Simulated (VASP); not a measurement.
Set up this calculation in VASP 6.6.1, as the native input.

- Task: single point
- Functional: PBE
- Potentials or basis: VASP PAW PBE potentials, release 64 (Ba_sv, Si, S)
- Cutoff: 520 eV
- k mesh: 4 × 4 × 4
- Occupations: gaussian, width 0.1 eV
- Spin: no spin polarisation
- Dipole correction: no
- Further INCAR settings: ALGO = Normal; EDIFF = 1e-06; NBANDS = 28

The structure of Ba3SiS lies in POSCAR:

```
Ba3SiS
1.0
    5.5065866900      0.0000000000      0.0000000000
    0.0000000000      5.5065866900      0.0000000000
    0.0000000000      0.0000000000      5.5065866900
Ba Si S
3 1 1
Direct
    0.5000000000      0.0000000000      0.5000000000
    0.0000000000      0.5000000000      0.5000000000
    0.5000000000      0.5000000000      0.0000000000
    0.5000000000      0.5000000000      0.5000000000
    0.0000000000      0.0000000000      0.0000000000
```

These files were run (other wordings do the same):

INCAR

```
SYSTEM = Ba3SiS
PREC = Accurate ; ENCUT = 520
EDIFF = 1E-6 ; ISMEAR = 0
SIGMA = 0.1 ; LREAL = .FALSE.
LASPH = .TRUE. ; NELM = 100
ALGO = Normal ; ISIF = 2
LWAVE = .FALSE. ; LCHARG = .FALSE.
GGA = PE ; NBANDS = 28
```

KPOINTS

```
regular mesh
0
G
  4 4 4
  0 0 0
```

Potentials or basis: VASP PAW PBE potentials, release 64 (Ba_sv, Si, S).

Run with:

```sh
$ cat potpaw_PBE.64/Ba_sv/POTCAR potpaw_PBE.64/Si/POTCAR potpaw_PBE.64/S/POTCAR > POTCAR
$ mpirun -np 1 vasp_std > vasp.out
```

It gave:

```
Pressure               : 11.2 GPa
Band gap on the k mesh : zero (band 20 reaches 4.30 eV, above the bottom of band 21 at 3.35 eV)
```

Caveat: spin-orbit coupling is left out, which moves the levels of the heavy elements.

Wall time 53 s on 1 thread of Intel(R) Xeon(R) Platinum 8259CL CPU @ 2.50GHz (Skylake/Cascade Lake), with other jobs on the host, peak memory 0.27 GiB.
